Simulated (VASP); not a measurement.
Input of a VASP 6.6.1 run:

File INCAR:

```
  PREC = Accurate
  ENCUT = 520
  EDIFF = 1E-7
  ISMEAR = -1
  SIGMA = 0.02
  LREAL = False
  LASPH = True
  NELM = 100
  ALGO = Normal
  ISIF = 2
  LWAVE = False
  LCHARG = True
  GGA = PE
  LELF = True
  LVHAR = True
  NBANDS = 46
```

KPOINTS

```
Automatic mesh
0
Gamma
  8 4 6
```

File POSCAR:

```
Ga4PN3
1.0
    3.3458874515      0.0000000000      0.0000000000
    0.0000000000      6.7563730324      0.0000000000
    0.0000000000      0.0000000000      4.6909930197
N Ga P
3 4 1
Direct
    0.0000000000      0.2298488179      0.0015308348
    0.5000000000      0.0000000000      0.5031755034
    0.0000000000      0.7701511821      0.0015308348
    0.5000000000      0.2203325471      0.7711817790
    0.0000000000      0.0000000000      0.2692124516
    0.5000000000      0.7796674529      0.7711817790
    0.0000000000      0.5000000000      0.1813081197
    0.5000000000      0.5000000000      0.5008786977
```

Potentials or basis: VASP PAW PBE potentials, release 64 (N, Ga_d, P).

Command:

```sh
$ cat potpaw_PBE.64/N/POTCAR potpaw_PBE.64/Ga_d/POTCAR potpaw_PBE.64/P/POTCAR > POTCAR
$ mpirun -np 1 vasp_std > vasp.out
```

Problem. What does it give for the largest force?

Solution. 0.080 eV/Å.

Problem. Predict the pressure.

Solution. 4.8 GPa.

Problem. Predict the band gap on the k mesh.

Solution. Zero (band 36 reaches 6.56 eV, above the bottom of band 37 at 6.52 eV).

Forces on the atoms (eV/Å):
```
N    0.000  0.001  0.013
N    0.000  0.000 -0.075
N    0.000 -0.001  0.013
Ga   0.000  0.072 -0.014
Ga   0.000  0.000  0.045
Ga   0.000 -0.072 -0.014
Ga   0.000  0.000 -0.048
P    0.000  0.000  0.080
```
